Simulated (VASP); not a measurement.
# SiC (pbesol) (Fm-3m) in VASP: a series of runs, part 2 of 2

VASP 6.6.1. The steps go on from the part before.

## (6) Single point, PBEsol

This run uses another cell than the first one, of 6.27 Å³/atom, 0.688 times its volume.

INCAR reads:

```
PREC = Accurate
ENCUT = 600
EDIFF = 1E-6
ISMEAR = 0
SIGMA = 0.02
LREAL = F
LASPH = T
NELM = 120
ALGO = Normal
ISIF = 2
LWAVE = F
LCHARG = F
GGA = PS
NBANDS = 11
GGA_COMPAT = F
```

KPOINTS reads:

```
Automatic mesh
0
Gamma
  16 16 16
```

POSCAR reads:

```
SiC
1.0
    0.0000000000      1.8436272668      1.8436272668
    1.8436272668      0.0000000000      1.8436272668
    1.8436272668      1.8436272668      0.0000000000
C Si
1 1
Direct
    0.0000000000      0.0000000000      0.0000000000
    0.5000000000      0.5000000000      0.5000000000
```

Potentials or basis: VASP PAW PBE potentials, release 64 (C, Si).

Run with:

```bash
cat potpaw_PBE.64/C/POTCAR potpaw_PBE.64/Si/POTCAR > POTCAR
mpirun -np 1 vasp_std > vasp.out
```

OUTCAR:

```text
PREC = Accurate
   ENCUT = 600
   EDIFF = 1E-6
   ISMEAR = 0
   LREAL = F
   LASPH = T
   NELM = 120
   ISIF = 2
   GGA = PS

 ion  position               nearest neighbor table
   1  0.000  0.000  0.000-   2 1.84   2 1.84   2 1.84   2 1.84   2 1.84   2 1.84
   2  0.500  0.500  0.500-   1 1.84   1 1.84   1 1.84   1 1.84   1 1.84   1 1.84

  LATTYP: Found a face centered cubic cell.
 ALAT       =     3.6872545336

  Lattice vectors:

 A1 = (   0.0000000000,   1.8436272668,   1.8436272668)
 A2 = (   1.8436272668,   0.0000000000,   1.8436272668)
 A3 = (   1.8436272668,   1.8436272668,   0.0000000000)

Analysis of symmetry for initial positions (statically):
=====================================================================
 Subroutine PRICEL returns:
 Original cell was already a primitive cell.

 Routine SETGRP: Setting up the symmetry group for a
 face centered cubic supercell.

 Subroutine GETGRP returns: Found 48 space group operations
 (whereof 48 operations were pure point group operations)
 out of a pool of 48 trial point group operations.

The static configuration has the point symmetry O_h .

Analysis of symmetry for dynamics (positions and initial velocities):
=====================================================================
 Subroutine PRICEL returns:
 Original cell was already a primitive cell.

 Routine SETGRP: Setting up the symmetry group for a
 face centered cubic supercell.

 Subroutine GETGRP returns: Found 48 space group operations
 (whereof 48 operations were pure point group operations)
 out of a pool of 48 trial point group operations.

The dynamic configuration has the point symmetry O_h .

 Subroutine INISYM returns: Found 48 space group operations
 (whereof 48 operations are pure point group operations),
 and found     1 'primitive' translations

----------------------------------------------------------------------------------------

                                     Primitive cell

  volume of cell :      12.5328

  direct lattice vectors                    reciprocal lattice vectors
     0.000000000  1.843627267  1.843627267    -0.271204494  0.271204494  0.271204494
     1.843627267  0.000000000  1.843627267     0.271204494 -0.271204494  0.271204494
     1.843627267  1.843627267  0.000000000     0.271204494  0.271204494 -0.271204494

  length of vectors
     2.607282685  2.607282685  2.607282685     0.469739963  0.469739963  0.469739963

  position of ions in fractional coordinates (direct lattice)
     0.000000000  0.000000000  0.000000000
     0.500000000  0.500000000  0.500000000

  ion indices of the primitive-cell ions
   primitive index   ion index
                 1           1
                 2           2

----------------------------------------------------------------------------------------

 KPOINTS: Automatic mesh

Automatic generation of k-mesh.
 Grid dimensions read from file:
 generate k-points for:   16   16   16

[... 21 lines left out ...]
  0.062500  0.000000  0.000000      8.000000
  0.125000  0.000000  0.000000      8.000000
  0.187500  0.000000  0.000000      8.000000
  0.250000  0.000000  0.000000      8.000000
  0.312500  0.000000  0.000000      8.000000
[... 16 lines left out ...]
 -0.125000  0.062500  0.000000     24.000000
 -0.062500  0.062500  0.000000     12.000000
 [... further k-points ...]
   k-points           NKPTS =    145   k-points in BZ     NKDIM =    145   number of bands    NBANDS=     11
   number of dos      NEDOS =    301   number of ions     NIONS =      2
   total plane-waves  NPLWV =  13824
   dimension x,y,z NGX =    24 NGY =   24 NGZ =   24
   dimension x,y,z NGXF=    48 NGYF=   48 NGZF=   48
   ions per type =               1   1
   NGX,Y,Z   is equivalent  to a cutoff of  15.30, 15.30, 15.30 a.u.
   NGXF,Y,Z  is equivalent  to a cutoff of  30.61, 30.61, 30.61 a.u.
 SYSTEM =  unknown system
   PREC   = accura    normal or accurate (medium, high low for compatibility)
   ISTART =      0    job   : 0-new  1-cont  2-samecut
   ICHARG =      2    charge: 1-file 2-atom 10-const
   ISPIN  =      1    spin polarized calculation?
   LNONCOLLINEAR =      F non collinear calculations
   LSORBIT =      F    spin-orbit coupling
   LASPH  =      T    aspherical Exc in radial PAW
   ENCUT  =  600.0 eV  44.10 Ry    6.64 a.u.   5.21  5.21  5.21*2*pi/ulx,y,z
   NELM   =    120;   NELMIN=  2; NELMDL= -5     # of ELM steps
   EDIFF  = 0.1E-05   stopping-criterion for ELM
   LREAL  =      F    real-space projection
   EDIFFG = 0.1E-04   stopping-criterion for IOM
   NSW    =      0    number of steps for IOM
   IBRION =     -1    ionic relax: 0-MD 1-quasi-New 2-CG
   NFREE  =      0    steps in history (QN), initial steepest desc. (CG)
   ISIF   =      2    stress and relaxation
   ISYM   =      2    0-nonsym 1-usesym 2-fastsym
   POTIM  = 0.5000    time-step for ionic-motion
   TEBEG  =    0.0;   TEEND  =   0.0 temperature during run
   PSTRESS=    0.0 pullay stress
   NELECT =       8.0000    total number of electrons
   NUPDOWN=      -1.0000    fix difference up-down
   EMIN   =  10.00;   EMAX   =-10.00  energy-range for DOS
   EFERMI =   0.00;   METHOD = LEGACY
   ISMEAR =     0;   SIGMA  =   0.02  broadening in eV -4-tet -1-fermi 0-gaus
   EFERMI_NEDOS =   21; number of points for ismear=-14 and -15
   IALGO  =     38    algorithm
   IMIX   =      4    mixing-type and parameters
     AMIX     =   0.40;   BMIX     =  1.00
     AMIX_MAG =   1.60;   BMIX_MAG =  1.00
  volume/ion in A,a.u.               =       6.27        42.29
  Fermi-wavevector in a.u.,A,eV,Ry     =   1.409576  2.663712 27.033461  1.986903
  Thomas-Fermi vector in A             =   2.531617
   LORBIT       =      0    0 simple, 1 ext, 2 COOP (PROOUT), +10 PAW based schemes
   GGA     = PS    functional components
   LHFCALC =     F    Hartree Fock is set to
   AEXX    =    0.0000 exact exchange contribution
   IVDW    =     0    specifies the selected vdW correction
   LEPSILON=     F    determine dielectric tensor
   LRPA    =     F    only Hartree local field effects (RPA)
 non-spin polarized calculation
 Gauss-broadening in eV      SIGMA  =   0.02
  energy-cutoff  :      600.00
  volume of cell :       12.53
 maximum number of plane-waves:       444
 NGX is ok and might be reduce to    24
   NGX = 11   NGY = 11   NGZ = 11

 number of electron       8.0000000 magnetization

 Free energy of the ion-electron system (eV)
  ---------------------------------------------------
  ext. energy  EPLUGINS =         0.00000000
  ---------------------------------------------------
  free energy    TOTEN  =       -13.39043047 eV

  energy without entropy =      -13.39043047  energy(sigma->0) =      -13.39043047

 E-fermi :  17.3451     XC(G=0): -14.0916

 val. band max:       17.1768136914   @ k =   0.0000   0.0000   0.0000
 cond. band min:      18.1210608429   @ k =   0.5000   0.5000   0.0000
 fundamental gap:      0.9442471515
 Fermi energy:        17.3451068060

 k-point     1 :       0.0000    0.0000    0.0000
  band No.  band energies     occupation
      1      -4.8910      2.00000
      2      17.1768      2.00000
      3      17.1768      2.00000
      4      17.1768      2.00000
      5      26.0751      0.00000
      6      26.0751      0.00000
      7      26.0751      0.00000
      8      30.3833      0.00000
      9      32.4780      0.00000
     10      32.4780      0.00000
     11      32.9818      0.00000
[... 309 lines left out ...]
 k-point    24 :      -0.0625    0.0625    0.0000
  band No.  band energies     occupation
      1      -4.5867      2.00000
      2      15.9259      2.00000
      3      16.2964      2.00000
      4      17.1532      2.00000
      5      25.6081      0.00000
      6      26.4099      0.00000
      7      27.0833      0.00000
      8      29.3921      0.00000
      9      30.6536      0.00000
     10      31.1270      0.00000
     11      33.9651      0.00000

 [... further k-points ...]

------------------------ aborting loop because EDIFF is reached ----------------------------------------

  FORCE on cell =-STRESS in cart. coord.  units (eV):
  Direction    XX          YY          ZZ          XY          YZ          ZX
  --------------------------------------------------------------------------------------
  -------------------------------------------------------------------------------------
  Total        9.8404515      9.8404515      9.8404515     -0.0000000      0.0000000     -0.0000000
  in kB     1257.9872695   1257.9872695   1257.9872695     -0.0000000      0.0000000     -0.0000000
  external PRESSURE =    1257.9872695 kB  Pullay stress =       0.0000000 kB

 VOLUME and BASIS-vectors are now :
 -----------------------------------------------------------------------------
  energy-cutoff  :      600.00
  volume of cell :       12.53
      direct lattice vectors                 reciprocal lattice vectors
     0.000000000  1.843627267  1.843627267    -0.271204494  0.271204494  0.271204494
     1.843627267  0.000000000  1.843627267     0.271204494 -0.271204494  0.271204494
     1.843627267  1.843627267  0.000000000     0.271204494  0.271204494 -0.271204494

 POSITION                                       TOTAL-FORCE (eV/Angst)
 -----------------------------------------------------------------------------------
      0.00000      0.00000      0.00000        -0.000000      0.000000      0.000000
      1.84363      1.84363      1.84363         0.000000     -0.000000     -0.000000
 -----------------------------------------------------------------------------------
    total drift:                                0.000000     -0.000000     -0.000000

  FREE ENERGIE OF THE ION-ELECTRON SYSTEM (eV)
  ---------------------------------------------------
  free  energy   TOTEN  =       -13.3904304748 eV

  energy  without entropy=      -13.3904304748  energy(sigma->0) =      -13.39043047
```

OSZICAR:

```text
N       E                     dE             d eps       ncg     rms          rms(c)
DAV:   1     0.613101273845E+01    0.61310E+01   -0.49801E+03  3222   0.792E+02
DAV:   2    -0.147359142796E+02   -0.20867E+02   -0.19739E+02  4138   0.124E+02
DAV:   3    -0.152518903176E+02   -0.51598E+00   -0.51488E+00  3848   0.148E+01
DAV:   4    -0.152527139074E+02   -0.82359E-03   -0.82346E-03  3531   0.713E-01
DAV:   5    -0.152527150236E+02   -0.11162E-05   -0.11162E-05  3783   0.257E-02    0.121E+01
DAV:   6    -0.135289041696E+02    0.17238E+01   -0.40767E+00  3421   0.107E+01    0.605E+00
DAV:   7    -0.133971840648E+02    0.13172E+00   -0.65116E-01  3719   0.469E+00    0.190E+00
DAV:   8    -0.133911248083E+02    0.60593E-02   -0.82873E-03  3310   0.672E-01    0.478E-01
DAV:   9    -0.133904296168E+02    0.69519E-03   -0.44580E-04  3684   0.163E-01    0.179E-01
DAV:  10    -0.133904304748E+02   -0.85801E-06   -0.70826E-06  3608   0.224E-02
   1 F= -.13390430E+02 E0= -.13390430E+02  d E =-.146652E-35
```

stdout:

```text
POSCAR found type information on POSCAR C Si
 POSCAR found :  2 types and       2 ions
 scaLAPACK will be used
 -----------------------------------------------------------------------------
|                                                                             |
|                                                                             |
|     You enforced a specific xc type in the INCAR file but a different       |
|     I HOPE YOU KNOW WHAT YOU ARE DOING!                                     |
|                                                                             |
 -----------------------------------------------------------------------------

 LDA part: xc-table for (Slater+PW92), standard interpolation
 POSCAR, INCAR and KPOINTS ok, starting setup
 FFT: planning ... GRIDC
 FFT: planning ... GRID_SOFT
 FFT: planning ... GRID
 WAVECAR not read
 entering main loop
```

It took 23 s on 1 thread of Intel Xeon 8259CL, shared host; peak memory 0.15 GiB.

Results:

* Free energy: -13.3904 eV
* Pressure: 125.8 GPa
* Band gap on the k mesh: 0.94 eV, indirect (least direct gap 6.49 eV)

Caveat: the PAW data sets were made with another functional, which shifts forces and pressure a little.

## (7) Overview

```csv
task,cell,k mesh,smearing,gap on the mesh (eV),pressure (GPa)
relaxation of cell and atoms,"relaxed to 125 GPa from a = 2.953 Å, angles 60.0°, 2 atoms",8 × 8 × 8,gaussian 0.1 eV,0.96,124.3
single point,"a = 2.488 Å, angles 60.0°, 2 atoms",16 × 16 × 16,gaussian 0.02 eV,0.05,251.3
single point,"a = 2.488 Å, angles 60.0°, 2 atoms",16 × 16 × 16,gaussian 0.01 eV,0.05,251.3
single point,"a = 2.541 Å, angles 60.0°, 2 atoms",16 × 16 × 16,gaussian 0.02 eV,0.47,188.5
single point,"a = 2.607 Å, angles 60.0°, 2 atoms",16 × 16 × 16,gaussian 0.02 eV,0.94,125.8
```

Alike in all rows: level PBEsol; potentials or basis VASP PAW PBE potentials, release 64 (C, Si); no spin polarisation; cutoff (eV) 600.

Caveats: the PAW data sets were made with another functional, which shifts forces and pressure a little; the cell is relaxed towards a set pressure, so the enthalpy falls and the energy may rise (some runs); the volume moved by over 15 % at a fixed basis, so the end points are rough (some runs).

Total energies depend on the potentials used, so only differences within one code and one set of settings carry meaning.
